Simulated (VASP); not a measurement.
# KMgF3 (Pm-3m) in VASP: notebook, part 3 of 3

VASP 6.6.1. Earlier steps stand in the parts before.

**5. Relaxation of cell and atoms, PBE, target pressure -2 GPa, at which the enthalpy is minimised**

This run uses another cell than the first one, of 12.67 Å³/atom, 0.977 times its volume.

File INCAR:

```
SYSTEM = KMgF3
PREC = Accurate
ENCUT = 600
EDIFF = 1E-7
ISMEAR = 0
SIGMA = 0.01
LREAL = .FALSE.
LASPH = .TRUE.
NELM = 120
ALGO = Normal
ISIF = 3
LWAVE = .FALSE.
LCHARG = .FALSE.
GGA = PE
IBRION = 2
NSW = 80
EDIFFG = -0.1
PSTRESS = -20.0
GGA_COMPAT = .FALSE.
NELMIN = 4
```

File KPOINTS:

```
Automatic mesh
0
G
  3 3 3
  0 0 0
```

File POSCAR:

```
KMgF3
1.0
    3.9859000000      0.0000000000      0.0000000000
    0.0000000000      3.9859000000      0.0000000000
    0.0000000000      0.0000000000      3.9859000000
K Mg F
1 1 3
Direct
    0.5000000000      0.5000000000      0.5000000000
    0.0000000000      0.0000000000      0.0000000000
    0.5000000000      0.0000000000      0.0000000000
    0.0000000000      0.0000000000      0.5000000000
    0.0000000000      0.5000000000      0.0000000000
```

Potentials or basis: VASP PAW PBE potentials, release 64 (K_sv, Mg, F).

Run with:

```sh
> cat potpaw_PBE.64/K_sv/POTCAR potpaw_PBE.64/Mg/POTCAR potpaw_PBE.64/F/POTCAR > POTCAR
> mpirun -np 1 vasp_std > vasp.out
```

OUTCAR:

```text
SYSTEM = KMgF3
   PREC = Accurate
   ENCUT = 600
   EDIFF = 1E-7
   ISMEAR = 0
   LREAL = .FALSE.
   LASPH = .TRUE.
   NELM = 120
   ISIF = 3
   GGA = PE
   IBRION = 2
   NSW = 80
   EDIFFG = -0.1
   PSTRESS = -20.0
   NELMIN = 4

 ion  position               nearest neighbor table
   1  0.500  0.500  0.500-   3 2.82   4 2.82   5 2.82   3 2.82   5 2.82   3 2.82   4 2.82   3 2.82
                             4 2.82   5 2.82   5 2.82   4 2.82   2 3.45   2 3.45   2 3.45   2 3.45
   2  0.000  0.000  0.000-   3 1.99   4 1.99   5 1.99   4 1.99   5 1.99   3 1.99   1 3.45   1 3.45
                             1 3.45   1 3.45   1 3.45   1 3.45   1 3.45   1 3.45
   3  0.500  0.000  0.000-   2 1.99   2 1.99   1 2.82   1 2.82   1 2.82   1 2.82
   4  0.000  0.000  0.500-   2 1.99   2 1.99   1 2.82   1 2.82   1 2.82   1 2.82
   5  0.000  0.500  0.000-   2 1.99   2 1.99   1 2.82   1 2.82   1 2.82   1 2.82

  LATTYP: Found a simple cubic cell.
 ALAT       =     3.9859000000

  Lattice vectors:

 A1 = (   3.9859000000,   0.0000000000,   0.0000000000)
 A2 = (   0.0000000000,   3.9859000000,   0.0000000000)
 A3 = (   0.0000000000,   0.0000000000,   3.9859000000)

Analysis of symmetry for initial positions (statically):
=====================================================================
 Subroutine PRICEL returns:
 Original cell was already a primitive cell.

 Routine SETGRP: Setting up the symmetry group for a
 simple cubic supercell.

 Subroutine GETGRP returns: Found 48 space group operations
 (whereof 48 operations were pure point group operations)
 out of a pool of 48 trial point group operations.

The static configuration has the point symmetry O_h .

Analysis of symmetry for dynamics (positions and initial velocities):
=====================================================================
 Subroutine PRICEL returns:
 Original cell was already a primitive cell.

 Routine SETGRP: Setting up the symmetry group for a
 simple cubic supercell.

 Subroutine GETGRP returns: Found 48 space group operations
 (whereof 48 operations were pure point group operations)
 out of a pool of 48 trial point group operations.

The dynamic configuration has the point symmetry O_h .

 Subroutine INISYM returns: Found 48 space group operations
 (whereof 48 operations are pure point group operations),
 and found     1 'primitive' translations

----------------------------------------------------------------------------------------

                                     Primitive cell

  volume of cell :      63.3256

  direct lattice vectors                    reciprocal lattice vectors
     3.985900000  0.000000000  0.000000000     0.250884367  0.000000000  0.000000000
     0.000000000  3.985900000  0.000000000     0.000000000  0.250884367  0.000000000
[... 111 lines left out ...]

 number of electron      32.0000010 magnetization

 Free energy of the ion-electron system (eV)
  ---------------------------------------------------
  ext. energy  EPLUGINS =         0.00000000
  ---------------------------------------------------
  free energy    TOTEN  =       -24.42236743 eV

  energy without entropy =      -24.42236743  energy(sigma->0) =      -24.42236743

------------------------ aborting loop because EDIFF is reached ----------------------------------------

  FORCE on cell =-STRESS in cart. coord.  units (eV):
  Direction    XX          YY          ZZ          XY          YZ          ZX
  --------------------------------------------------------------------------------------
  -------------------------------------------------------------------------------------
  Total        1.2749973      1.2749973      1.2749973      0.0000000      0.0000000     -0.0000000
  in kB       32.2582383     32.2582383     32.2582383      0.0000000      0.0000000     -0.0000000
  external PRESSURE =      52.2582383 kB  Pullay stress =     -20.0000000 kB

 VOLUME and BASIS-vectors are now :
 -----------------------------------------------------------------------------
  energy-cutoff  :      600.00
  volume of cell :       63.33
      direct lattice vectors                 reciprocal lattice vectors
     3.985900000  0.000000000  0.000000000     0.250884367  0.000000000  0.000000000
     0.000000000  3.985900000  0.000000000     0.000000000  0.250884367  0.000000000
     0.000000000  0.000000000  3.985900000     0.000000000  0.000000000  0.250884367

 POSITION                                       TOTAL-FORCE (eV/Angst)
 -----------------------------------------------------------------------------------
      1.99295      1.99295      1.99295         0.000000      0.000000      0.000000
      0.00000      0.00000      0.00000         0.000000      0.000000      0.000000
      1.99295      0.00000      0.00000         0.000000      0.000000      0.000000
      0.00000      0.00000      1.99295         0.000000      0.000000      0.000000
      0.00000      1.99295      0.00000         0.000000      0.000000      0.000000
 -----------------------------------------------------------------------------------
    total drift:                                0.000000      0.000000     -0.000000

  FREE ENERGIE OF THE ION-ELECTRON SYSTEM (eV)
  ---------------------------------------------------
  free  energy   TOTEN  =       -24.4223674297 eV

  energy  without entropy=      -24.4223674297  energy(sigma->0) =      -24.42236743

  enthalpy is  TOTEN    =       -25.2128614871 eV   P V=       -0.7904940574

--------------------------------------- Ionic step        2  -------------------------------------------

 number of electron      32.0000044 magnetization

 Free energy of the ion-electron system (eV)
  ---------------------------------------------------
  ext. energy  EPLUGINS =         0.00000000
  ---------------------------------------------------
  free energy    TOTEN  =       -24.44664727 eV

  energy without entropy =      -24.44664727  energy(sigma->0) =      -24.44664727

 E-fermi :  -1.9704     XC(G=0):  -9.3935

 val. band max:       -2.0383886026   @ k =   0.3333   0.3333   0.3333
 cond. band min:       4.9810529938   @ k =   0.0000   0.0000   0.0000
 fundamental gap:      7.0194415964
 Fermi energy:        -1.9704123294

 k-point     1 :       0.0000    0.0000    0.0000
  band No.  band energies     occupation
      1     -27.6678      2.00000
      2     -21.8587      2.00000
      3     -21.2798      2.00000
      4     -21.2798      2.00000
      5     -11.1523      2.00000
      6     -11.1523      2.00000
[... 81 lines left out ...]
     19       9.0578      0.00000
     20      10.7104      0.00000

------------------------ aborting loop because EDIFF is reached ----------------------------------------

  FORCE on cell =-STRESS in cart. coord.  units (eV):
  Direction    XX          YY          ZZ          XY          YZ          ZX
  --------------------------------------------------------------------------------------
  -------------------------------------------------------------------------------------
  Total       -0.4170558     -0.4170558     -0.4170558     -0.0000000      0.0000000     -0.0000000
  in kB       -9.9452508     -9.9452508     -9.9452508     -0.0000000      0.0000000     -0.0000000
  external PRESSURE =      10.0547492 kB  Pullay stress =     -20.0000000 kB

 VOLUME and BASIS-vectors are now :
 -----------------------------------------------------------------------------
  energy-cutoff  :      600.00
  volume of cell :       67.19
      direct lattice vectors                 reciprocal lattice vectors
     4.065334829  0.000000000 -0.000000000     0.245982199 -0.000000000 -0.000000000
     0.000000000  4.065334829 -0.000000000    -0.000000000  0.245982199 -0.000000000
     0.000000000  0.000000000  4.065334829     0.000000000  0.000000000  0.245982199

 POSITION                                       TOTAL-FORCE (eV/Angst)
 -----------------------------------------------------------------------------------
      2.03267      2.03267      2.03267         0.000000      0.000000      0.000000
      0.00000      0.00000      0.00000        -0.000000     -0.000000      0.000000
      2.03267      0.00000     -0.00000        -0.000000     -0.000000      0.000000
      0.00000      0.00000      2.03267        -0.000000      0.000000      0.000000
      0.00000      2.03267     -0.00000        -0.000000     -0.000000      0.000000
 -----------------------------------------------------------------------------------
    total drift:                                0.000000      0.000000     -0.000000

  FREE ENERGIE OF THE ION-ELECTRON SYSTEM (eV)
  ---------------------------------------------------
  free  energy   TOTEN  =       -24.4466472663 eV

  energy  without entropy=      -24.4466472663  energy(sigma->0) =      -24.44664727

  enthalpy is  TOTEN    =       -25.2853506122 eV   P V=       -0.8387033459

 reached required accuracy - stopping structural energy minimisation
```

OSZICAR:

```text
N       E                     dE             d eps       ncg     rms          rms(c)
DAV:   1     0.270002536864E+03    0.27000E+03   -0.19356E+04   160   0.172E+03
DAV:   2    -0.127527206201E+02   -0.28276E+03   -0.27697E+03   212   0.419E+02
DAV:   3    -0.259665570200E+02   -0.13214E+02   -0.13179E+02   208   0.888E+01
[... 18 lines left out ...]
DAV:   7    -0.244466502024E+02   -0.10287E-04   -0.87340E-05   192   0.538E-02    0.104E-02
DAV:   8    -0.244466470990E+02    0.31034E-05   -0.27345E-06   196   0.120E-02    0.139E-03
DAV:   9    -0.244466468778E+02    0.22116E-06   -0.15567E-07   168   0.274E-03    0.155E-03
DAV:  10    -0.244466473240E+02   -0.44616E-06   -0.22832E-08   116   0.122E-03    0.142E-04
DAV:  11    -0.244466472663E+02    0.57701E-07   -0.44413E-09   112   0.500E-04
   2 F= -.25285351E+02 E0= -.25285351E+02  d E =-.724891E-01
```

Run time: 19 s. Hardware: 1 thread of Intel Xeon Platinum 8488C (Sapphire Rapids), shared host; peak memory 0.18 GiB.

Results:

```
Free energy                                            : -24.4466 eV
Relaxed volume                                         : 13.44 Å³/atom
Relaxed cell                                           : a = 4.065 Å, b = 4.065 Å, c = 4.065 Å, α = 90.00°, β = 90.00°, γ = 90.00°
Space group after relaxing (to 0.05 Å)                 : Pm-3m (No. 221)
Energy change on relaxing (the enthalpy is what falls) : -4.9 meV/atom
Ionic steps                                            : 2
Pressure after relaxing                                : -1.0 GPa
Band gap on the k mesh                                 : 7.02 eV, indirect (least direct gap 7.19 eV)
```

The path:
```tsv
step	energy change (eV)	largest force (eV/Å)	pressure (GPa)	volume (Å³)
1	0.0000	0.0000	3.23	63.33
2	-0.0243	0.0000	-0.99	67.19
```

Final structure:
```yaml
crystal:
  lattice:
    - [4.06533, 0.00000, 0.00000]
    - [0.00000, 4.06533, 0.00000]
    - [0.00000, 0.00000, 4.06533]
  atoms:
    - { symbol: K, position: [0.50000, 0.50000, 0.50000] }
    - { symbol: Mg, position: [0.00000, 0.00000, 0.00000] }
    - { symbol: F, position: [0.50000, 0.00000, 0.00000] }
    - { symbol: F, position: [0.00000, 0.00000, 0.50000] }
    - { symbol: F, position: [0.00000, 0.50000, 0.00000] }
```

Caveat: the k points lie up to 0.52 Å⁻¹ apart in the final cell; the cell is relaxed towards a set pressure, so the enthalpy falls and the energy may rise. A k mesh can miss the band edges.

**6. Relaxation of cell and atoms, PBE**

This run uses another cell than the first one, of 12.67 Å³/atom, 0.977 times its volume.

File INCAR:

```
SYSTEM = KMgF3
  PREC = Accurate
  ENCUT = 600
  EDIFF = 1E-7
  ISMEAR = 0
  SIGMA = 0.01
  LREAL = .False.
  LASPH = .True.
  NELM = 120
  ALGO = Normal
  ISIF = 3
  LWAVE = .False.
  LCHARG = .False.
  GGA = PE
  IBRION = 2
  NSW = 80
  EDIFFG = -0.1
  GGA_COMPAT = .False.
  NELMIN = 4
```

File KPOINTS:

```
Automatic mesh
0
Gamma
  3 3 3
  0 0 0
```

POSCAR is that of step 5.

Potentials or basis: VASP PAW PBE potentials, release 64 (K_sv, Mg, F).

Run with:

```sh
> cat potpaw_PBE.64/K_sv/POTCAR potpaw_PBE.64/Mg/POTCAR potpaw_PBE.64/F/POTCAR > POTCAR
> mpirun -np 1 vasp_std > vasp.out
```

Run time: 17 s. Hardware: 1 thread of Intel Xeon Platinum 8488C (Sapphire Rapids), shared host; peak memory 0.18 GiB.

Results (log left out):

| Quantity | Value |
| --- | --- |
| Free energy | -24.4492 eV |
| Relaxed volume | 13.14 Å³/atom |
| Relaxed cell | a = 4.035 Å, b = 4.035 Å, c = 4.035 Å, α = 90.00°, β = 90.00°, γ = 90.00° |
| Space group after relaxing (to 0.05 Å) | Pm-3m (No. 221) |
| Energy gained by relaxing | 5.4 meV/atom |
| Ionic steps | 2 |
| Pressure after relaxing | 0.5 GPa |
| Band gap on the k mesh | 7.19 eV, indirect (least direct gap 7.36 eV) |

Step by step:
```
step  energy change (eV)  largest force (eV/Å)  pressure (GPa)  volume (Å³)
   1              0.0000                0.0000            3.23        63.33
   2             -0.0268                0.0000            0.48        65.69
```

Final structure:
```xyz
5
Lattice="4.0349 0.0000 0.0000 0.0000 4.0349 0.0000 0.0000 0.0000 4.0349" Properties=species:S:1:pos:R:3 pbc="T T T"
K     2.0175    2.0175    2.0175
Mg    0.0000    0.0000    0.0000
F     2.0175    0.0000    0.0000
F     0.0000    0.0000    2.0175
F     0.0000    2.0175    0.0000
```

Levels at points of the mesh, in eV from the valence-band top:
```
           k point  band 13  band 14  band 15  band 16  band 17  band 18  band 19  band 20
(0.00, 0.00, 0.00)    -0.44    -0.17    -0.17    -0.17     7.19    10.18    10.18    12.30
```

Caveat: the k points lie up to 0.52 Å⁻¹ apart in the final cell.

**7. The runs side by side**

| task | cell | gap on the mesh (eV) | pressure (GPa) |
| --- | --- | --- | --- |
| single point | a = 4.016 Å, 5 atoms | 7.29 | 1.5 |
| single point | a = 3.968 Å, 5 atoms | 7.58 | 4.4 |
| single point | a = 4.099 Å, 5 atoms | 6.84 | -2.6 |
| relaxation of cell and atoms | relaxed to -2 GPa from a = 3.986 Å, 5 atoms | 7.02 | -1.0 |
| relaxation of cell and atoms | relaxed from a = 3.986 Å, 5 atoms | 7.19 | 0.5 |

Alike in all rows: level PBE; potentials or basis VASP PAW PBE potentials, release 64 (K_sv, Mg, F); no spin polarisation; k mesh 3 × 3 × 3; cutoff (eV) 600; smearing gaussian 0.01 eV.

Caveats: all runs use coarse meshes; the cell is relaxed towards a set pressure, so the enthalpy falls and the energy may rise (some runs).

Total energies depend on the potentials used, so only differences within one code and one set of settings carry meaning.
